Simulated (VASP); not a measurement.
The system is LiRe3.

```
Li Re
1.0
     0.00000    3.05288    3.05288
     3.05288    0.00000    3.05288
     3.05288    3.05288    0.00000
Li Re
1 3
Direct
  0.00000 0.00000 0.00000
  0.75000 0.75000 0.75000
  0.25000 0.25000 0.25000
  0.50000 0.50000 0.50000
```

| Property | Result |
| --- | --- |
| Program | VASP 6.6.1 |
| Task | relaxation of cell and atoms |
| Functional | PBE |
| Potentials or basis | VASP PAW PBE potentials, release 64 (Li_sv, Re) |
| Cutoff | 600 eV |
| k mesh | 6 × 6 × 6 |
| Occupations | fermi-dirac, width 0.1 eV |
| Spin | no spin polarisation |

At the start: pressure -3.6 GPa; volume 14.23 Å³/atom.

Problem. How do energy, volume and symmetry change on relaxing?

Solution. Over 3 steps the energy falls by 2.2 meV/atom and the volume is 14.04 Å³/atom (-1.3 %); space group Fm-3m (No. 225, to 0.05 Å).

The path:
```
step  energy change (eV)  largest force (eV/Å)  pressure (GPa)  volume (Å³)
   1              0.0000                0.0000           -3.56        56.91
   2              0.0422                0.0000            9.41        54.34
   3             -0.0087                0.0000           -0.03        56.14
```

Final structure:
```xyz
4
Lattice="0.0000 3.0391 3.0391 3.0391 0.0000 3.0391 3.0391 3.0391 0.0000" Properties=species:S:1:pos:R:3 pbc="T T T"
Li    0.0000    0.0000    0.0000
Re    4.5587    4.5587    4.5587
Re    1.5196    1.5196    1.5196
Re    3.0391    3.0391    3.0391
```

Caveat: the cutoff is under 1.25 times the usual one of these potentials, so pressure, stress and relaxed cells hold a basis-set (Pulay) error.
